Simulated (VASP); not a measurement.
Input of a VASP 6.6.1 run:

File INCAR:

```
SYSTEM = GeCN2
PREC = Accurate ; ENCUT = 520
EDIFF = 1E-6 ; ISMEAR = 0
SIGMA = 0.01 ; LREAL = .False.
LASPH = .True. ; NELM = 100
ALGO = Normal ; ISIF = 2
LWAVE = .False. ; LCHARG = .False.
GGA = PS ; NBANDS = 22
```

Contents of KPOINTS:

```
Automatic mesh
0
Gamma
  6 6 6
  0 0 0
```

Contents of POSCAR:

```
GeCN2
1.0
    1.7937900000      1.0356450000      4.9219570000
   -1.7937900000      1.0356450000      4.9219570000
    0.0000000000     -2.0712910000      4.9219570000
Ge C N
1 1 2
Direct
    0.0000000000      0.0000000000      0.0000000000
    0.5000000000      0.5000000000      0.5000000000
    0.4160960000      0.4160960000      0.4160960000
    0.5839040000      0.5839040000      0.5839040000
```

Potentials or basis: VASP PAW PBE potentials, release 64 (Ge_d, C, N).

Command:

```sh
$ cat potpaw_PBE.64/Ge_d/POTCAR potpaw_PBE.64/C/POTCAR potpaw_PBE.64/N/POTCAR > POTCAR
$ mpirun -np 1 vasp_std > vasp.out
```

(1) What does it give for the band gap on the k mesh?

(2) What does it give for the pressure?

(3) Predict the largest force.

## Answers

(1) 0.92 eV, indirect (least direct gap 1.94 eV).

(2) -3.1 GPa.

(3) 0.187 eV/Å.

Caveat: the PAW data sets were made with another functional, which shifts forces and pressure a little.
